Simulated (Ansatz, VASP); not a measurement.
## SnO2 in VASP and in Ansatz

The input INCAR:

```
SYSTEM = SnO2
ALGO = Normal
EDIFF = 1E-6
ENCUT = 520
GGA = PE
ISIF = 2
ISMEAR = 0
LASPH = .TRUE.
LCHARG = .TRUE.
LELF = .TRUE.
LREAL = .FALSE.
LVHAR = .TRUE.
LWAVE = .FALSE.
NBANDS = 20
NELM = 80
PREC = Accurate
SIGMA = 0.1
```

KPOINTS

```
k-points
0
G
  14 14 14
  0 0 0
```

Contents of POSCAR:

```
SnO2
1.0
    0.0000000000      2.6480023635      2.6480023635
    2.6480023635      0.0000000000      2.6480023635
    2.6480023635      2.6480023635      0.0000000000
Sn O
1 2
Direct
    0.0000000000      0.0000000000      0.0000000000
    0.2500000000      0.2500000000      0.2500000000
    0.7500000000      0.7500000000      0.7500000000
```

Input for Ansatz:

```yaml
crystal:
  lattice:
    - [0.0, 2.6480023635, 2.6480023635]
    - [2.6480023635, 0.0, 2.6480023635]
    - [2.6480023635, 2.6480023635, 0.0]
  atoms:
    - { symbol: Sn, position: [0.0, 0.0, 0.0] }
    - { symbol: O, position: [0.25, 0.25, 0.25] }
    - { symbol: O, position: [0.75, 0.75, 0.75] }
basis:
  ecutwfc: 420
kpoints:
  mp_grid: { grid: [14, 14, 14] }
hamiltonian:
  xc: pbe
scf:
  occupations: { method: gaussian, width: 0.1 }
output:
  forces: true
  stress: true
  eigenvalues: true
  populations: true
```

Alike in both runs: task single point; functional PBE; k mesh 14 × 14 × 14; occupations gaussian, width 0.1 eV; no spin polarisation.

|  | VASP | Ansatz |
| --- | --- | --- |
| version | VASP 6.6.1 | Ansatz 0.2.0 |
| potentials or method | VASP PAW PBE potentials, release 64 (Sn_d, O), cutoff 520 eV | scalar-relativistic, plane waves, PAW |
| valence electrons in the cell | 26 | 26 |

VASP gave:

- gap on the k mesh at the Fermi level (eV): none
- pressure (GPa): -12.7

Estimate Ansatz's values.

gap on the k mesh at the Fermi level (eV): none; pressure (GPa): -13.1.

A gap of «none» marks a metal or a gap that the smearing closes.
